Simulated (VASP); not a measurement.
# Ir5Ru (P-3m1) in VASP: further runs

The runs below take Ir5Ru through relaxation of cell and atoms, relaxation of shape and atoms at fixed volume, with PBE.

Program: VASP 6.6.1. These are calculated values, not measurements. Logs are shortened: lines on timing, memory, paths and dates and some standing lists are left out, and cuts for length are marked.

**1. The cell of the first run**

Symmetry: P-3m1, No. 164, trigonal system. The conventional cell has a = 2.727 Å, b = 2.727 Å, c = 13.389 Å, α = 90.00°, β = 90.00°, γ = 120.00°. Within 3.6 Å of Ru (site symmetry -3m) lie 6 Ir at 2.70 Å and 6 Ru at 2.73 Å. Ir (site symmetry 3m) has 12 Ir at 2.73 to 2.76 Å within 3.6 Å. Ir (site symmetry 3m) has 3 Ru at 2.70 Å and 9 Ir at 2.73 to 2.76 Å within 3.6 Å. Ir (site symmetry -3m) has 12 Ir at 2.73 Å within 3.6 Å.

**2. Relaxation of cell and atoms, PBE**

INCAR

```
PREC     = Accurate       # precision mode
ENCUT    = 600            # plane-wave cutoff, eV
EDIFF    = 1E-6           # SCF threshold, eV
ISMEAR   = 0              # smearing method
SIGMA    = 0.1            # smearing width, eV
LREAL    = F              # projectors in reciprocal space
LASPH    = T              # aspherical terms in the spheres
NELM     = 60             # most SCF steps
ALGO     = Fast           # electronic algorithm
ISIF     = 3              # what is computed and relaxed
LWAVE    = F              # write WAVECAR
LCHARG   = F              # write CHGCAR
GGA      = PE             # functional
IBRION   = 2              # ionic algorithm
NSW      = 100            # ionic steps
EDIFFG   = -0.01          # ionic threshold
```

KPOINTS

```
regular mesh
0
Gamma
  18 18 4
```

POSCAR

```
Ir5Ru
1.0
    2.7274461000      0.0000000000      0.0000000000
   -1.3637231000      2.3620377000      0.0000000000
    0.0000000000      0.0000000000     13.3892047000
Ru Ir
1 5
Direct
    0.0000000000      0.0000000000      0.5000000000
    0.3333333000      0.6666667000      0.8331110000
    0.6666667000      0.3333333000      0.6638260000
    0.3333333000      0.6666667000      0.3361740000
    0.6666667000      0.3333333000      0.1668890000
    0.0000000000      0.0000000000      0.0000000000
```

Potentials or basis: VASP PAW PBE potentials, release 64 (Ru_pv, Ir).

The run is started by

```sh
$ cat potpaw_PBE.64/Ru_pv/POTCAR potpaw_PBE.64/Ir/POTCAR > POTCAR
$ mpirun -np 1 vasp_std > vasp.out
```

OUTCAR:

```text
PREC = Accurate
   ENCUT = 600
   EDIFF = 1E-6
   ISMEAR = 0
   LREAL = F
   LASPH = T
   NELM = 60
   ISIF = 3
   GGA = PE
   IBRION = 2
   NSW = 100
   EDIFFG = -0.01

 ion  position               nearest neighbor table
   1  0.000  0.000  0.500-   3 2.70   4 2.70   3 2.70   4 2.70   3 2.70   4 2.70
   2  0.333  0.667  0.833-   6 2.73   6 2.73   6 2.73   3 2.76   3 2.76   3 2.76
   3  0.667  0.333  0.664-   1 2.70   1 2.70   1 2.70   2 2.76   2 2.76   2 2.76
   4  0.333  0.667  0.336-   1 2.70   1 2.70   1 2.70   5 2.76   5 2.76   5 2.76
   5  0.667  0.333  0.167-   6 2.73   6 2.73   6 2.73   4 2.76   4 2.76   4 2.76
   6  0.000  0.000  0.000-   2 2.73   5 2.73   5 2.73   2 2.73   5 2.73   2 2.73

  LATTYP: Found a hexagonal cell.
 ALAT       =     2.7274461000
 C/A-ratio  =     4.9090629875

  Lattice vectors:

 A1 = (   2.7274461000,   0.0000000000,   0.0000000000)
 A2 = (  -1.3637231000,   2.3620377000,   0.0000000000)
 A3 = (   0.0000000000,   0.0000000000,  13.3892047000)

Analysis of symmetry for initial positions (statically):
=====================================================================
 Subroutine PRICEL returns:
 Original cell was already a primitive cell.

 Routine SETGRP: Setting up the symmetry group for a
 hexagonal supercell.

 Subroutine GETGRP returns: Found 12 space group operations
 (whereof 12 operations were pure point group operations)
 out of a pool of 24 trial point group operations.

The static configuration has the point symmetry D_3d.

Analysis of symmetry for dynamics (positions and initial velocities):
=====================================================================
 Subroutine PRICEL returns:
 Original cell was already a primitive cell.

 Routine SETGRP: Setting up the symmetry group for a
 hexagonal supercell.

 Subroutine GETGRP returns: Found 12 space group operations
 (whereof 12 operations were pure point group operations)
 out of a pool of 24 trial point group operations.

The dynamic configuration has the point symmetry D_3d.

 Subroutine INISYM returns: Found 12 space group operations
 (whereof 12 operations are pure point group operations),
 and found     1 'primitive' translations

----------------------------------------------------------------------------------------

                                     Primitive cell

  volume of cell :      86.2577
[... 105 lines left out ...]
   POTIM  = 0.5000    time-step for ionic-motion
   TEBEG  =    0.0;   TEEND  =   0.0 temperature during run
   PSTRESS=    0.0 pullay stress
   NELECT =      59.0000    total number of electrons
   NUPDOWN=      -1.0000    fix difference up-down
   EMIN   =  10.00;   EMAX   =-10.00  energy-range for DOS
   EFERMI =   0.00;   METHOD = LEGACY
   ISMEAR =     0;   SIGMA  =   0.10  broadening in eV -4-tet -1-fermi 0-gaus
   EFERMI_NEDOS =   21; number of points for ismear=-14 and -15
   IALGO  =     68    algorithm
   IMIX   =      4    mixing-type and parameters
     AMIX     =   0.40;   BMIX     =  1.00
     AMIX_MAG =   1.60;   BMIX_MAG =  1.00
  volume/ion in A,a.u.               =      14.38        97.02
  Fermi-wavevector in a.u.,A,eV,Ry     =   1.442424  2.725786 28.308100  2.080587
  Thomas-Fermi vector in A             =   2.560946
   LORBIT       =      0    0 simple, 1 ext, 2 COOP (PROOUT), +10 PAW based schemes
   GGA     = PE    functional components
   LHFCALC =     F    Hartree Fock is set to
   AEXX    =    0.0000 exact exchange contribution
   IVDW    =     0    specifies the selected vdW correction
   LEPSILON=     F    determine dielectric tensor
   LRPA    =     F    only Hartree local field effects (RPA)
 conjugate gradient relaxation of ions
 non-spin polarized calculation
 RMM-DIIS sequential band-by-band and
 Gauss-broadening in eV      SIGMA  =   0.10
  energy-cutoff  :      600.00
  volume of cell :       86.26
 maximum number of plane-waves:      2969
 NGX is ok and might be reduce to    24
   NGX = 11   NGY = 11   NGZ = 53

--------------------------------------- Ionic step        1  -------------------------------------------

 number of electron      58.9999999 magnetization

 Free energy of the ion-electron system (eV)
  ---------------------------------------------------
  ext. energy  EPLUGINS =         0.00000000
  ---------------------------------------------------
  free energy    TOTEN  =       -53.56060897 eV

  energy without entropy =      -53.53524638  energy(sigma->0) =      -53.54792768

------------------------ aborting loop because EDIFF is reached ----------------------------------------

  FORCE on cell =-STRESS in cart. coord.  units (eV):
  Direction    XX          YY          ZZ          XY          YZ          ZX
  --------------------------------------------------------------------------------------
  -------------------------------------------------------------------------------------
  Total        0.2589602      0.2589602      0.2531151     -0.0000000      0.0000000     -0.0000000
  in kB        4.8100086      4.8100090      4.7014392     -0.0000001      0.0000000     -0.0000000
  external PRESSURE =       4.7738189 kB  Pullay stress =       0.0000000 kB
[... 147 lines left out ...]
--------------------------------------- Ionic step        5  -------------------------------------------

 number of electron      58.9999999 magnetization

 Free energy of the ion-electron system (eV)
  ---------------------------------------------------
  ext. energy  EPLUGINS =         0.00000000
  ---------------------------------------------------
  free energy    TOTEN  =       -53.56197888 eV

  energy without entropy =      -53.53662131  energy(sigma->0) =      -53.54930010

 E-fermi :  10.3500     XC(G=0): -13.8647

 val. band max:       10.3498575637   @ k =   0.4444   0.1111   0.2500
 cond. band min:      10.3522154729   @ k =   0.2778   0.1111   0.0000
 fundamental gap:      0.0023579092
 Fermi energy:        10.3500116935

 k-point     1 :       0.0000    0.0000    0.0000
  band No.  band energies     occupation
      1     -32.8004      2.00000
      2     -32.3370      2.00000
      3     -32.3370      2.00000
      4      -0.2776      2.00000
      5       0.7191      2.00000
      6       1.2511      2.00000
[... 901 lines left out ...]
     34      12.5072      0.00000
     35      13.1367      0.00000

 [... further k-points ...]

------------------------ aborting loop because EDIFF is reached ----------------------------------------

  FORCE on cell =-STRESS in cart. coord.  units (eV):
  Direction    XX          YY          ZZ          XY          YZ          ZX
  --------------------------------------------------------------------------------------
  -------------------------------------------------------------------------------------
  Total        0.0056426      0.0056426      0.0065432     -0.0000000      0.0000000      0.0000000
  in kB        0.1046623      0.1046623      0.1213671     -0.0000000      0.0000000      0.0000000
  external PRESSURE =       0.1102306 kB  Pullay stress =       0.0000000 kB
[... 21 lines left out ...]
  FREE ENERGIE OF THE ION-ELECTRON SYSTEM (eV)
  ---------------------------------------------------
  free  energy   TOTEN  =       -53.5619788841 eV

  energy  without entropy=      -53.5366213085  energy(sigma->0) =      -53.54930010

 reached required accuracy - stopping structural energy minimisation
```

OSZICAR:

```text
N       E                     dE             d eps       ncg     rms          rms(c)
DAV:   1     0.745707612911E+03    0.74571E+03   -0.30909E+04  9900   0.191E+03
DAV:   2    -0.355389629821E+01   -0.74926E+03   -0.73126E+03  9690   0.567E+02
DAV:   3    -0.534712065222E+02   -0.49917E+02   -0.45714E+02 12661   0.141E+02
[... 85 lines left out ...]
   4 F= -.53561964E+02 E0= -.53549279E+02  d E =-.135516E-02
       N       E                     dE             d eps       ncg     rms          rms(c)
DAV:   1    -0.535619747440E+02   -0.10663E-04   -0.45228E-03  9738   0.285E-01    0.122E-02
RMM:   2    -0.535619785884E+02   -0.38444E-05   -0.41458E-05  9384   0.547E-02    0.160E-02
RMM:   3    -0.535619790140E+02   -0.42567E-06   -0.14844E-05 10025   0.216E-02    0.887E-03
RMM:   4    -0.535619788841E+02    0.12989E-06   -0.35236E-06  6200   0.106E-02
   5 F= -.53561979E+02 E0= -.53549300E+02  d E =-.147543E-04
```

Wall time 67 min (1 thread of Oxide Virtual Turin-like, shared host); peak memory 0.57 GiB.

What came out:

```
Free energy                           : -53.5620 eV
Relaxed volume                        : 14.40 Å³/atom
Relaxed cell                          : a = 2.729 Å, b = 2.729 Å, c = 13.395 Å, α = 90.00°, β = 90.00°, γ = 120.00°
Space group after relaxing (to 0.1 Å) : P-3m1 (No. 164)
Energy gained by relaxing             : 0.2 meV/atom
Ionic steps                           : 5
Pressure after relaxing               : 0.0 GPa
Largest force after relaxing          : 0.004 eV/Å
```

Forces on the atoms (eV/Å):
```
Ru   0.000  0.000  0.000
Ir   0.000  0.000 -0.004
Ir   0.000  0.000 -0.002
Ir   0.000  0.000  0.002
Ir   0.000  0.000  0.004
Ir   0.000  0.000  0.000
```

Step by step:
| step | energy change (eV) | largest force (eV/Å) | pressure (GPa) | volume (Å³) |
| --- | --- | --- | --- | --- |
| 1 | 0.0000 | 0.0172 | 0.48 | 86.26 |
| 2 | 0.0008 | 0.0082 | -1.63 | 86.79 |
| 3 | -0.0014 | 0.0170 | -0.02 | 86.38 |
| 4 | -0.0014 | 0.0171 | -0.01 | 86.38 |
| 5 | -0.0014 | 0.0040 | 0.01 | 86.38 |

Final structure:
```xyz
6
Lattice="2.7288 0.0000 0.0000 -1.3644 2.3632 0.0000 0.0000 0.0000 13.3948" Properties=species:S:1:pos:R:3 pbc="T T T"
Ru    1.3644    2.3632    6.6974
Ir    0.0000    1.5755   11.1595
Ir    1.3644    0.7877    8.8909
Ir    0.0000    1.5755    4.5039
Ir    1.3644    0.7877    2.2353
Ir    1.3644    2.3632   13.3948
```

Levels at points of the mesh, in eV from the Fermi level:
| k point | band 26 | band 27 | band 28 | band 29 | band 30 | band 31 | band 32 | band 33 |
| --- | --- | --- | --- | --- | --- | --- | --- | --- |
| (0.00, 0.00, 0.00) | -2.62 | -1.21 | -1.21 | -1.19 | -1.19 | -0.79 | -0.79 | -0.38 |
| (0.50, 0.00, 0.00) | 0.92 | 0.98 | 0.99 | 1.04 | 1.09 | 1.21 | 1.36 | 1.55 |
| (0.00, 0.00, 0.50) | -1.56 | -1.22 | -1.20 | -1.20 | -0.96 | -0.96 | -0.88 | -0.88 |
| (0.50, 0.00, 0.50) | 0.47 | 0.75 | 0.93 | 1.04 | 1.10 | 1.22 | 1.30 | 1.59 |

Caveat: the highest band is partly filled, so the run has too few bands; spin-orbit coupling is left out, which moves the levels of the heavy elements.

**3. Relaxation of shape and atoms at fixed volume, PBE (13.94 Å³/atom)**

This run uses another cell than the first one, of 13.94 Å³/atom.

INCAR

```
  ALGO = Fast
  EDIFF = 1E-6
  EDIFFG = -0.01
  ENCUT = 600
  GGA = PE
  IBRION = 2
  ISIF = 4
  ISMEAR = 0
  LASPH = T
  LCHARG = F
  LREAL = F
  LWAVE = F
  NELM = 100
  NSW = 50
  PREC = Accurate
  SIGMA = 0.1
```

KPOINTS

```
k-points
0
Gamma
  18 18 4
```

POSCAR

```
Ir5Ru
1.0
    2.6998943071      0.0000000286      0.0000000000
   -1.3499471783      2.3381770432      0.0000000000
    0.0000000000      0.0000000000     13.2539509608
Ru Ir
1 5
Direct
    0.0000000000      0.0000000000      0.5000000000
    0.3333333333      0.6666666667      0.8331110000
    0.6666666667      0.3333333333      0.6638260000
    0.3333333333      0.6666666667      0.3361740000
    0.6666666667      0.3333333333      0.1668890000
    0.0000000000      0.0000000000      0.0000000000
```

Potentials or basis: VASP PAW PBE potentials, release 64 (Ru_pv, Ir).

The run is started by

```sh
$ cat potpaw_PBE.64/Ru_pv/POTCAR potpaw_PBE.64/Ir/POTCAR > POTCAR
$ mpirun -np 1 vasp_std > vasp.out
```

OUTCAR:

```text
EDIFF = 1E-6
   EDIFFG = -0.01
   ENCUT = 600
   GGA = PE
   IBRION = 2
   ISIF = 4
   ISMEAR = 0
   LASPH = T
   LREAL = F
   NELM = 100
   NSW = 50
   PREC = Accurate

 ion  position               nearest neighbor table
   1  0.000  0.000  0.500-   3 2.67   4 2.67   3 2.67   4 2.67   3 2.67   4 2.67
   2  0.333  0.667  0.833-   6 2.71   6 2.71   6 2.71   3 2.73   3 2.73   3 2.73
   3  0.667  0.333  0.664-   1 2.67   1 2.67   1 2.67   2 2.73   2 2.73   2 2.73
   4  0.333  0.667  0.336-   1 2.67   1 2.67   1 2.67   5 2.73   5 2.73   5 2.73
   5  0.667  0.333  0.167-   6 2.71   6 2.71   6 2.71   4 2.73   4 2.73   4 2.73
   6  0.000  0.000  0.000-   2 2.71   5 2.71   5 2.71   2 2.71   5 2.71   2 2.71

  LATTYP: Found a hexagonal cell.
 ALAT       =     2.6998943071
 C/A-ratio  =     4.9090628940

  Lattice vectors:

 A1 = (   2.6998943071,   0.0000000286,   0.0000000000)
 A2 = (  -1.3499471783,   2.3381770432,   0.0000000000)
 A3 = (   0.0000000000,   0.0000000000,  13.2539509608)

Analysis of symmetry for initial positions (statically):
=====================================================================
 Subroutine PRICEL returns:
 Original cell was already a primitive cell.

 Routine SETGRP: Setting up the symmetry group for a
[... 186 lines left out ...]
  -------------------------------------------------------------------------------------
  Total        6.2068075      6.2068075      6.1921051      0.0000000      0.0000000     -0.0000000
  in kB      118.8527792    118.8527792    118.5712464      0.0000000      0.0000000     -0.0000000
  external PRESSURE =     118.7589349 kB  Pullay stress =       0.0000000 kB
[... 107 lines left out ...]
--------------------------------------- Ionic step        4  -------------------------------------------

 number of electron      59.0000000 magnetization

 Free energy of the ion-electron system (eV)
  ---------------------------------------------------
  ext. energy  EPLUGINS =         0.00000000
  ---------------------------------------------------
  free energy    TOTEN  =       -53.46468797 eV

  energy without entropy =      -53.44075299  energy(sigma->0) =      -53.45272048

 E-fermi :  10.9055     XC(G=0): -14.0555

 val. band max:       10.9046999502   @ k =   0.2778   0.1111   0.0000
 cond. band min:      10.9101141320   @ k =   0.3889   0.1667   0.0000
 fundamental gap:      0.0054141818
 Fermi energy:        10.9054598652

 k-point     1 :       0.0000    0.0000    0.0000
  band No.  band energies     occupation
      1     -32.3144      2.00000
      2     -31.8033      2.00000
      3     -31.8033      2.00000
      4      -0.0563      2.00000
      5       0.9679      2.00000
      6       1.5192      2.00000
[... 901 lines left out ...]
     34      13.1433      0.00000
     35      13.8183      0.00000

 [... further k-points ...]

------------------------ aborting loop because EDIFF is reached ----------------------------------------

  FORCE on cell =-STRESS in cart. coord.  units (eV):
  Direction    XX          YY          ZZ          XY          YZ          ZX
  --------------------------------------------------------------------------------------
  -------------------------------------------------------------------------------------
  Total        6.1923259      6.1923259      6.2300750      0.0000000      0.0000000     -0.0000000
  in kB      118.5754736    118.5754736    119.2983224      0.0000000      0.0000000     -0.0000000
  external PRESSURE =     118.8164232 kB  Pullay stress =       0.0000000 kB
[... 21 lines left out ...]
  FREE ENERGIE OF THE ION-ELECTRON SYSTEM (eV)
  ---------------------------------------------------
  free  energy   TOTEN  =       -53.4646879738 eV

  energy  without entropy=      -53.4407529878  energy(sigma->0) =      -53.45272048

 reached required accuracy - stopping structural energy minimisation
```

OSZICAR:

```text
N       E                     dE             d eps       ncg     rms          rms(c)
DAV:   1     0.756413211725E+03    0.75641E+03   -0.31001E+04  9900   0.192E+03
DAV:   2    -0.284244866512E+01   -0.75926E+03   -0.74050E+03  9693   0.571E+02
DAV:   3    -0.535142185516E+02   -0.50672E+02   -0.46334E+02 12732   0.143E+02
[... 81 lines left out ...]
DAV:   1    -0.534646893761E+02   -0.10639E-04   -0.47693E-03  9717   0.314E-01    0.197E-02
RMM:   2    -0.534646910562E+02   -0.16801E-05   -0.63843E-05  9710   0.759E-02    0.237E-02
RMM:   3    -0.534646898077E+02    0.12486E-05   -0.22321E-05  9788   0.286E-02    0.112E-02
RMM:   4    -0.534646885044E+02    0.13033E-05   -0.80947E-06  8953   0.163E-02    0.111E-02
RMM:   5    -0.534646879738E+02    0.53064E-06   -0.47128E-06  7121   0.131E-02
   4 F= -.53464688E+02 E0= -.53452720E+02  d E =-.919222E-05
```

It took 56 min on 1 thread of Oxide Virtual Turin-like, shared host; peak memory 0.53 GiB.

What came out:

```yaml
Free_energy: -53.4647 eV
Energy_gained_by_relaxing: 0.4 meV/atom
Ionic_steps: 4
Pressure_after_relaxing: 11.9 GPa
```

Step by step:
```tsv
step	energy change (eV)	largest force (eV/Å)	pressure (GPa)	volume (Å³)
1	0.0000	0.0322	11.88	83.67
2	-0.0022	0.0137	11.87	83.67
3	-0.0022	0.0137	11.87	83.67
4	-0.0022	0.0010	11.88	83.67
```

Final structure:
```
Ru Ir
1.0
     2.70016    0.00000    0.00000
    -1.35008    2.33840    0.00000
     0.00000    0.00000   13.25137
Ru Ir
1 5
Cartesian
  1.3501 2.3384 6.6257
  0.0000 1.5589 11.0380
  1.3501 0.7795 8.7959
  0.0000 1.5589 4.4555
  1.3501 0.7795 2.2133
  1.3501 2.3384 0.0000
```

Caveat: the highest band is partly filled, so the run has too few bands; spin-orbit coupling is left out, which moves the levels of the heavy elements.

[end of part 1 of 2]
